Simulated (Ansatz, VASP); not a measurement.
# Two plane-wave programs on VSi2

Contents of INCAR:

```
SYSTEM = VSi2
ALGO = Normal ; EDIFF = 1E-6
ENCUT = 520 ; GGA = PE
ISIF = 2 ; ISMEAR = 0
LASPH = .TRUE. ; LCHARG = .FALSE.
LREAL = .FALSE. ; LWAVE = .FALSE.
NBANDS = 42 ; NELM = 100
PREC = Accurate ; SIGMA = 0.1
```

KPOINTS

```
k-points
0
G
  6 6 4
  0 0 0
```

POSCAR

```
VSi2
1.0
    4.5347995800      0.0000000000      0.0000000000
   -2.2673997900      3.9272516400      0.0000000000
    0.0000000000      0.0000000000      6.3189006300
V Si
3 6
Direct
    0.0000000000      0.5000000000      0.1666666700
    0.5000000000      0.5000000000      0.8333333300
    0.5000000000      0.0000000000      0.5000000000
    0.8375067800      0.6750135500      0.5000000000
    0.1624932300      0.8375067800      0.8333333300
    0.6750135500      0.8375067800      0.1666666700
    0.1624932200      0.3249864500      0.5000000000
    0.8375067800      0.1624932200      0.8333333300
    0.3249864500      0.1624932300      0.1666666700
```

Input for Ansatz:

```yaml
crystal:
  lattice:
    - [4.53479958, 0.0, 0.0]
    - [-2.26739979, 3.92725164, 0.0]
    - [0.0, 0.0, 6.31890063]
  atoms:
    - { symbol: V, position: [0.0, 0.5, 0.16666667] }
    - { symbol: V, position: [0.5, 0.5, 0.83333333] }
    - { symbol: V, position: [0.5, 0.0, 0.5] }
    - { symbol: Si, position: [0.83750678, 0.67501355, 0.5] }
    - { symbol: Si, position: [0.16249323, 0.83750678, 0.83333333] }
    - { symbol: Si, position: [0.67501355, 0.83750678, 0.16666667] }
    - { symbol: Si, position: [0.16249322, 0.32498645, 0.5] }
    - { symbol: Si, position: [0.83750678, 0.16249322, 0.83333333] }
    - { symbol: Si, position: [0.32498645, 0.16249323, 0.16666667] }
basis:
  ecutwfc: 420
kpoints:
  mp_grid: { grid: [6, 6, 4] }
hamiltonian:
  xc: pbe
  pseudopotentials: { kind: paw, azcp: { folder: soft_1 } }
scf:
  occupations: { method: gaussian, width: 0.1 }
output:
  forces: true
  stress: true
  eigenvalues: true
```

Alike in both runs: task single point; functional PBE; k mesh 6 × 6 × 4; occupations gaussian, width 0.1 eV; no spin polarisation.

```csv
,VASP,Ansatz
version,VASP 6.6.1,Ansatz 0.2.0
potentials or method,"VASP PAW PBE potentials, release 64 (V_sv, Si), cutoff 520 eV","scalar-relativistic, plane waves, PAW"
valence electrons in the cell,63,63
```

VASP gave:

| Quantity | Value |
| --- | --- |
| gap on the k mesh at the Fermi level (eV) | none |
| pressure (GPa) | 3.9 |
| traceless stress, the component that is largest in VASP (GPa) | 0.90 |
| rms of the force components (eV/Å) | 0.038 |

Which values does Ansatz return?

gap on the k mesh at the Fermi level (eV): none; pressure (GPa): 4.0; traceless stress, the component that is largest in VASP (GPa): 0.90; rms of the force components (eV/Å): 0.039.

Atom by atom the forces differ by 0.001 eV/Å (rms over components). A gap of «none» marks a metal or a gap that the smearing closes. The functional is the same, so the differences come from potentials, cutoffs and numerics.
